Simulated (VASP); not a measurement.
# Te2Mo in VASP: further runs

Runs on Te2Mo. Level: LDA. Tasks: single point, relaxation of the atoms.

All numbers are computed with VASP 6.6.1; they aren't measurements. Logs are shortened: lines on timing, memory, paths and dates and some standing lists are left out, and cuts for length are marked.

## Step 1: The cell of the first run

The cell holds a slab with vacuum, 3 atoms: a = 3.415 Å, b = 3.415 Å, c = 17.257 Å, α = 90.00°, β = 90.00°, γ = 120.00°.

## Step 2: Single point, LDA

File INCAR:

```
SYSTEM = Te2Mo
  ALGO = Normal
  EDIFF = 1E-6
  ENCUT = 520
  GGA = CA
  ISIF = 2
  ISMEAR = 0
  LASPH = .TRUE.
  LCHARG = .FALSE.
  LREAL = .FALSE.
  LWAVE = .FALSE.
  NBANDS = 20
  NELM = 100
  PREC = Accurate
  SIGMA = 0.02
```

File KPOINTS:

```
k-points
0
G
  12 12 2
  0 0 0
```

File POSCAR:

```
Te2Mo
1.0
    3.4145498012      0.0000000000      0.0000000000
   -1.7072749006      2.9570868703      0.0000000000
    0.0000000000      0.0000000000     17.2570141584
Te Mo
2 1
Direct
    0.3333333333      0.6666666667      0.8947884594
    0.3333333333      0.6666666667      0.1052115406
    0.0000000000      0.0000000000      0.0000000000
```

Potentials or basis: VASP PAW LDA potentials, release 64 (Te, Mo_sv).

Started as:

```sh
cat potpaw_LDA.64/Te/POTCAR potpaw_LDA.64/Mo_sv/POTCAR > POTCAR
mpirun -np 1 vasp_std > vasp.out
```

OUTCAR:

```text
SYSTEM = Te2Mo
   EDIFF = 1E-6
   ENCUT = 520
   GGA = CA
   ISIF = 2
   ISMEAR = 0
   LASPH = .TRUE.
   LREAL = .FALSE.
   NELM = 100
   PREC = Accurate

 ion  position               nearest neighbor table
   1  0.333  0.667  0.895-   3 2.68   3 2.68   3 2.68   2 3.63
   2  0.333  0.667  0.105-   3 2.68   3 2.68   3 2.68   1 3.63
   3  0.000  0.000  0.000-   1 2.68   2 2.68   1 2.68   2 2.68   1 2.68   2 2.68

  LATTYP: Found a hexagonal cell.
 ALAT       =     3.4145498012
 C/A-ratio  =     5.0539646990

  Lattice vectors:

 A1 = (   3.4145498012,   0.0000000000,   0.0000000000)
 A2 = (  -1.7072749006,   2.9570868703,   0.0000000000)
 A3 = (   0.0000000000,   0.0000000000,  17.2570141584)

Analysis of symmetry for initial positions (statically):
=====================================================================
 Subroutine PRICEL returns:
 Original cell was already a primitive cell.

 Routine SETGRP: Setting up the symmetry group for a
 hexagonal supercell.

 Subroutine GETGRP returns: Found 12 space group operations
 (whereof 12 operations were pure point group operations)
 out of a pool of 24 trial point group operations.

The static configuration has the point symmetry D_3h.

Analysis of symmetry for dynamics (positions and initial velocities):
=====================================================================
 Subroutine PRICEL returns:
 Original cell was already a primitive cell.

 Routine SETGRP: Setting up the symmetry group for a
 hexagonal supercell.

 Subroutine GETGRP returns: Found 12 space group operations
 (whereof 12 operations were pure point group operations)
 out of a pool of 24 trial point group operations.

The dynamic configuration has the point symmetry D_3h.

 Subroutine INISYM returns: Found 12 space group operations
 (whereof 12 operations are pure point group operations),
 and found     1 'primitive' translations

----------------------------------------------------------------------------------------

                                     Primitive cell

  volume of cell :     174.2461

  direct lattice vectors                    reciprocal lattice vectors
     3.414549801  0.000000000  0.000000000     0.292864377  0.169085327  0.000000000
    -1.707274901  2.957086870  0.000000000     0.000000000  0.338170654  0.000000000
     0.000000000  0.000000000 17.257014158     0.000000000  0.000000000  0.057947452

  length of vectors
     3.414549801  3.414549801 17.257014158     0.338170654  0.338170654  0.057947452

  position of ions in fractional coordinates (direct lattice)
     0.333333333  0.666666667  0.894788459
     0.333333333  0.666666667  0.105211541
     0.000000000  0.000000000  0.000000000

  ion indices of the primitive-cell ions
   primitive index   ion index
                 1           1
                 2           2
                 3           3

----------------------------------------------------------------------------------------

 KPOINTS: k-points

Automatic generation of k-mesh.
 Grid dimensions read from file:
 generate k-points for:   12   12    2

 Generating k-lattice:

  Cartesian coordinates                     Fractional coordinates (reciprocal lattice)
     0.024405365  0.014090444  0.000000000     0.083333333  0.000000000  0.000000000
     0.000000000  0.028180888  0.000000000     0.000000000  0.083333333  0.000000000
     0.000000000  0.000000000  0.028973726     0.000000000  0.000000000  0.500000000

  Length of vectors
     0.028180888  0.028180888  0.028973726

  Shift w.r.t. Gamma in fractional coordinates (k-lattice)
     0.000000000  0.000000000  0.000000000

 Subroutine IBZKPT returns following result:
 ===========================================

 Found     38 irreducible k-points:

 Following reciprocal coordinates:
            Coordinates               Weight
  0.000000  0.000000  0.000000      1.000000
  0.083333  0.000000  0.000000      6.000000
  0.166667 -0.000000  0.000000      6.000000
  0.250000 -0.000000  0.000000      6.000000
  0.333333 -0.000000  0.000000      6.000000
  0.416667 -0.000000  0.000000      6.000000
[... 16 lines left out ...]
  0.250000 -0.000000  0.500000      6.000000
  0.333333 -0.000000  0.500000      6.000000
 [... further k-points ...]
   k-points           NKPTS =     38   k-points in BZ     NKDIM =     38   number of bands    NBANDS=     20
   number of dos      NEDOS =    301   number of ions     NIONS =      3
   total plane-waves  NPLWV = 100352
   dimension x,y,z NGX =    28 NGY =   28 NGZ =  128
   dimension x,y,z NGXF=    56 NGYF=   56 NGZF=  256
   ions per type =               2   1
   NGX,Y,Z   is equivalent  to a cutoff of  13.63, 13.63, 12.33 a.u.
   NGXF,Y,Z  is equivalent  to a cutoff of  27.27, 27.27, 24.66 a.u.
 SYSTEM =  Te2Mo
   PREC   = accura    normal or accurate (medium, high low for compatibility)
   ISTART =      0    job   : 0-new  1-cont  2-samecut
   ICHARG =      2    charge: 1-file 2-atom 10-const
   ISPIN  =      1    spin polarized calculation?
   LNONCOLLINEAR =      F non collinear calculations
   LSORBIT =      F    spin-orbit coupling
   LASPH  =      T    aspherical Exc in radial PAW
   ENCUT  =  520.0 eV  38.22 Ry    6.18 a.u.   6.35  6.35 32.09*2*pi/ulx,y,z
   NELM   =    100;   NELMIN=  2; NELMDL= -5     # of ELM steps
   EDIFF  = 0.1E-05   stopping-criterion for ELM
   LREAL  =      F    real-space projection
   EDIFFG = 0.1E-04   stopping-criterion for IOM
   NSW    =      0    number of steps for IOM
   IBRION =     -1    ionic relax: 0-MD 1-quasi-New 2-CG
   NFREE  =      0    steps in history (QN), initial steepest desc. (CG)
   ISIF   =      2    stress and relaxation
   ISYM   =      2    0-nonsym 1-usesym 2-fastsym
   POTIM  = 0.5000    time-step for ionic-motion
   TEBEG  =    0.0;   TEEND  =   0.0 temperature during run
   PSTRESS=    0.0 pullay stress
   NELECT =      26.0000    total number of electrons
   NUPDOWN=      -1.0000    fix difference up-down
   EMIN   =  10.00;   EMAX   =-10.00  energy-range for DOS
   EFERMI =   0.00;   METHOD = LEGACY
   ISMEAR =     0;   SIGMA  =   0.02  broadening in eV -4-tet -1-fermi 0-gaus
   EFERMI_NEDOS =   21; number of points for ismear=-14 and -15
   IALGO  =     38    algorithm
   IMIX   =      4    mixing-type and parameters
     AMIX     =   0.40;   BMIX     =  1.00
     AMIX_MAG =   1.60;   BMIX_MAG =  1.00
  volume/ion in A,a.u.               =      58.08       391.96
  Fermi-wavevector in a.u.,A,eV,Ry     =   0.868317  1.640881 10.258441  0.753974
  Thomas-Fermi vector in A             =   1.986978
   LORBIT       =      0    0 simple, 1 ext, 2 COOP (PROOUT), +10 PAW based schemes
   GGA     = CA    functional components
   LHFCALC =     F    Hartree Fock is set to
   AEXX    =    0.0000 exact exchange contribution
   IVDW    =     0    specifies the selected vdW correction
   LEPSILON=     F    determine dielectric tensor
   LRPA    =     F    only Hartree local field effects (RPA)
 non-spin polarized calculation
 Gauss-broadening in eV      SIGMA  =   0.02
  energy-cutoff  :      520.00
  volume of cell :      174.25
 maximum number of plane-waves:      4724
 NGX is ok and might be reduce to    28
   NGX = 13   NGY = 13   NGZ = 65

 number of electron      26.0000002 magnetization

 Free energy of the ion-electron system (eV)
  ---------------------------------------------------
  ext. energy  EPLUGINS =         0.00000000
  ---------------------------------------------------
  free energy    TOTEN  =       -20.45285877 eV

  energy without entropy =      -20.45285877  energy(sigma->0) =      -20.45285877

 E-fermi :   0.6255     XC(G=0):  -5.1001

 val. band max:        0.4665875744   @ k =   0.3333   0.3333   0.5000
 cond. band min:       1.7302528983   @ k =   0.2500   0.1667   0.0000
 fundamental gap:      1.2636653239
 Fermi energy:         0.6254767903

 k-point     1 :       0.0000    0.0000    0.0000
  band No.  band energies     occupation
      1     -59.7254      2.00000
      2     -34.1563      2.00000
      3     -33.9239      2.00000
      4     -33.9239      2.00000
      5     -12.5770      2.00000
      6     -11.6172      2.00000
[... 12 lines left out ...]
     19       5.1907      0.00000
     20       6.2072      0.00000

 k-point     2 :       0.0833    0.0000    0.0000
  band No.  band energies     occupation
      1     -59.7243      2.00000
      2     -34.1535      2.00000
      3     -33.9364      2.00000
      4     -33.9268      2.00000
      5     -12.4673      2.00000
      6     -11.5401      2.00000
[... 12 lines left out ...]
     19       5.3195      0.00000
     20       6.3526      0.00000

 k-point     3 :       0.1667   -0.0000    0.0000
  band No.  band energies     occupation
      1     -59.7215      2.00000
      2     -34.1458      2.00000
      3     -33.9706      2.00000
      4     -33.9346      2.00000
      5     -12.1472      2.00000
      6     -11.3150      2.00000
[... 12 lines left out ...]
     19       5.6885      0.00000
     20       6.6640      0.00000

 k-point     4 :       0.2500   -0.0000    0.0000
  band No.  band energies     occupation
      1     -59.7176      2.00000
      2     -34.1353      2.00000
      3     -34.0169      2.00000
      4     -33.9454      2.00000
      5     -11.6468      2.00000
      6     -10.9652      2.00000
[... 12 lines left out ...]
     19       6.2416      0.00000
     20       7.0803      0.00000

 k-point     5 :       0.3333   -0.0000    0.0000
  band No.  band energies     occupation
      1     -59.7137      2.00000
      2     -34.1247      2.00000
      3     -34.0628      2.00000
      4     -33.9561      2.00000
      5     -11.0330      2.00000
      6     -10.5447      2.00000
[... 12 lines left out ...]
     19       6.5354      0.00000
     20       6.6187      0.00000

 k-point     6 :       0.4167   -0.0000    0.0000
  band No.  band energies     occupation
      1     -59.7109      2.00000
      2     -34.1170      2.00000
      3     -34.0961      2.00000
      4     -33.9639      2.00000
      5     -10.4539      2.00000
      6     -10.1656      2.00000
[... 12 lines left out ...]
     19       6.4675      0.00000
     20       6.8774      0.00000

 k-point     7 :       0.5000   -0.0000    0.0000
  band No.  band energies     occupation
      1     -59.7098      2.00000
      2     -34.1141      2.00000
      3     -34.1083      2.00000
      4     -33.9668      2.00000
      5     -10.1928      2.00000
      6     -10.0039      2.00000
[... 12 lines left out ...]
     19       6.4969      0.00000
     20       7.2469      0.00000
[... 277 lines left out ...]
 k-point    20 :       0.0000    0.0000    0.5000
  band No.  band energies     occupation
      1     -59.7254      2.00000
      2     -34.1563      2.00000
      3     -33.9239      2.00000
      4     -33.9239      2.00000
      5     -12.5770      2.00000
      6     -11.6172      2.00000
[... 12 lines left out ...]
     19       4.9808      0.00000
     20       6.5284      0.00000

 k-point    21 :       0.0833    0.0000    0.5000
  band No.  band energies     occupation
      1     -59.7243      2.00000
      2     -34.1535      2.00000
      3     -33.9364      2.00000
      4     -33.9268      2.00000
      5     -12.4673      2.00000
      6     -11.5401      2.00000
[... 12 lines left out ...]
     19       5.1082      0.00000
     20       6.6490      0.00000

 k-point    22 :       0.1667   -0.0000    0.5000
  band No.  band energies     occupation
      1     -59.7215      2.00000
      2     -34.1458      2.00000
      3     -33.9706      2.00000
      4     -33.9346      2.00000
      5     -12.1472      2.00000
      6     -11.3150      2.00000
[... 12 lines left out ...]
     19       5.4765      0.00000
     20       6.9988      0.00000

 k-point    23 :       0.2500   -0.0000    0.5000
  band No.  band energies     occupation
      1     -59.7176      2.00000
      2     -34.1353      2.00000
      3     -34.0169      2.00000
      4     -33.9454      2.00000
      5     -11.6468      2.00000
      6     -10.9652      2.00000
[... 12 lines left out ...]
     19       6.0499      0.00000
     20       7.4207      0.00000

 k-point    24 :       0.3333   -0.0000    0.5000
  band No.  band energies     occupation
      1     -59.7137      2.00000
      2     -34.1247      2.00000
      3     -34.0628      2.00000
      4     -33.9561      2.00000
      5     -11.0330      2.00000
      6     -10.5447      2.00000
[... 12 lines left out ...]
     19       6.5457      0.00000
     20       6.5687      0.00000

 [... further k-points ...]
[... 5 lines left out ...]
  --------------------------------------------------------------------------------------
  -------------------------------------------------------------------------------------
  Total        1.2900623      1.2900623      0.1984546      0.0000000      0.0000000      0.0000000
  in kB       11.8620046     11.8620046      1.8247722      0.0000000      0.0000000      0.0000000
  external PRESSURE =       8.5162605 kB  Pullay stress =       0.0000000 kB

 VOLUME and BASIS-vectors are now :
 -----------------------------------------------------------------------------
  energy-cutoff  :      520.00
  volume of cell :      174.25
      direct lattice vectors                 reciprocal lattice vectors
     3.414549801  0.000000000  0.000000000     0.292864377  0.169085327  0.000000000
    -1.707274901  2.957086870  0.000000000     0.000000000  0.338170654  0.000000000
     0.000000000  0.000000000 17.257014158     0.000000000  0.000000000  0.057947452

 POSITION                                       TOTAL-FORCE (eV/Angst)
 -----------------------------------------------------------------------------------
     -0.00000      1.97139     15.44138         0.000000     -0.000000     -0.058413
     -0.00000      1.97139      1.81564         0.000000      0.000000      0.058413
      0.00000      0.00000      0.00000        -0.000000      0.000000      0.000000
 -----------------------------------------------------------------------------------
    total drift:                                0.000000     -0.000000     -0.000000

  FREE ENERGIE OF THE ION-ELECTRON SYSTEM (eV)
  ---------------------------------------------------
  free  energy   TOTEN  =       -20.4528587702 eV

  energy  without entropy=      -20.4528587702  energy(sigma->0) =      -20.45285877
```

It took 5.2 min on 1 thread of Intel Xeon 8259CL, shared host; peak memory 0.32 GiB.

Results:

```yaml
Free_energy: -20.4529 eV
Largest_force: 0.058 eV/Å
Band_gap_on_the_k_mesh: 1.26 eV (least direct gap 1.38 eV)
```

Forces in eV/Å, atoms in the order of the input:
```
Te   0.000  0.000 -0.058
Te   0.000  0.000  0.058
Mo   0.000  0.000  0.000
```

Caveat: spin-orbit coupling is left out, which moves the levels of the heavy elements.

## Step 3: Single point, LDA

This run uses another cell than the first one.

File INCAR:

```
SYSTEM = Te2Mo
ALGO = Normal
EDIFF = 1E-7
ENCUT = 520
ISIF = 2
ISMEAR = 0
LASPH = .True.
LCHARG = .True.
LELF = .True.
LREAL = .False.
LVHAR = .True.
LWAVE = .False.
NBANDS = 20
NELM = 60
PREC = Accurate
SIGMA = 0.02
```

File KPOINTS:

```
k-points
0
Gamma
  12 12 2
  0 0 0
```

File POSCAR:

```
Te2Mo
1.0
    3.4665480215      0.0000000000      0.0000000000
   -1.7332740108      3.0021186501      0.0000000000
    0.0000000000      0.0000000000     17.5198113284
Te Mo
2 1
Direct
    0.3333333333      0.6666666667      0.8975342416
    0.3333333333      0.6666666667      0.1024657584
    0.0000000000      0.0000000000      0.0000000000
```

Potentials or basis: VASP PAW LDA potentials, release 64 (Te, Mo_sv).

Started as:

```sh
cat potpaw_LDA.64/Te/POTCAR potpaw_LDA.64/Mo_sv/POTCAR > POTCAR
mpirun -np 1 vasp_std > vasp.out
```

It took 6 min on 1 thread of Intel Xeon 8259CL, shared host; peak memory 0.33 GiB.

Results (log left out):

- Free energy: -20.4719 eV
- Largest force: 0.053 eV/Å
- Band gap on the k mesh: 1.24 eV

Forces on the atoms (eV/Å):
```
Te   0.000  0.000 -0.053
Te   0.000  0.000  0.053
Mo   0.000  0.000  0.000
```

Levels at points of the mesh, in eV from the valence-band top:
```tsv
k point	band 10	band 11	band 12	band 13	band 14	band 15	band 16	band 17
(0.00, 0.00, 0.00)	-1.65	-0.82	-0.82	-0.59	3.37	3.37	3.69	3.69
(0.50, 0.00, 0.00)	-2.32	-1.68	-0.76	-0.14	1.58	1.88	3.44	3.93
(0.00, 0.00, 0.50)	-1.65	-0.82	-0.82	-0.59	3.37	3.37	3.69	3.69
(0.50, 0.00, 0.50)	-2.32	-1.68	-0.76	-0.14	1.58	1.88	3.44	3.93
```

Caveat: spin-orbit coupling is left out, which moves the levels of the heavy elements.

## Step 4: Single point, LDA (equal strain along all axes, cell held: +1.5 %, then relaxed in part)

File INCAR:

```
SYSTEM = Te2Mo
ALGO = Normal ; EDIFF = 1E-6
ENCUT = 520 ; GGA = CA
ISIF = 2 ; ISMEAR = 0
LASPH = .TRUE. ; LCHARG = .FALSE.
LREAL = .FALSE. ; LWAVE = .FALSE.
NBANDS = 20 ; NELM = 80
PREC = Accurate ; SIGMA = 0.02
```

File KPOINTS:

```
k-points
0
G
  12 12 2
  0 0 0
```

File POSCAR:

```
Te2Mo
1.0
    3.5185462418      0.0000000000      0.0000000000
   -1.7592731209      3.0471504298      0.0000000000
    0.0000000000      0.0000000000     17.7826084983
Te Mo
2 1
Direct
    0.3333333333      0.6666666667      0.9001986553
    0.3333333333      0.6666666667      0.0998013447
    0.0000000000      0.0000000000      0.0000000000
```

Started as:

```sh
cat potpaw_LDA.64/Te/POTCAR potpaw_LDA.64/Mo_sv/POTCAR > POTCAR
mpirun -np 1 vasp_std > vasp.out
```

Wall time 5.5 min (1 thread of Intel Xeon 8259CL, shared host); peak memory 0.34 GiB.

It converged, with:

```
Free energy            : -20.4567 eV
Largest force          : 0.060 eV/Å
Band gap on the k mesh : 1.11 eV
```

Forces on the atoms (eV/Å):
```
Te   0.000  0.000 -0.060
Te   0.000  0.000  0.060
Mo   0.000  0.000  0.000
```

Levels at points of the mesh, in eV from the valence-band top:
| k point | band 11 | band 12 | band 13 | band 14 | band 15 | band 16 |
| --- | --- | --- | --- | --- | --- | --- |
| (0.00, 0.00, 0.00) | -0.90 | -0.90 | -0.41 | 3.23 | 3.23 | 3.55 |
| (0.50, 0.00, 0.00) | -1.53 | -0.70 | -0.27 | 1.47 | 1.82 | 3.43 |
| (0.00, 0.00, 0.50) | -0.90 | -0.90 | -0.41 | 3.23 | 3.23 | 3.55 |
| (0.50, 0.00, 0.50) | -1.53 | -0.70 | -0.27 | 1.47 | 1.82 | 3.43 |

Caveat: the cell differs from its parent crystal (equal strain along all axes, cell held: +1.5 %, then relaxed in part); spin-orbit coupling is left out, which moves the levels of the heavy elements.

(Continued in part 2 of 2.)
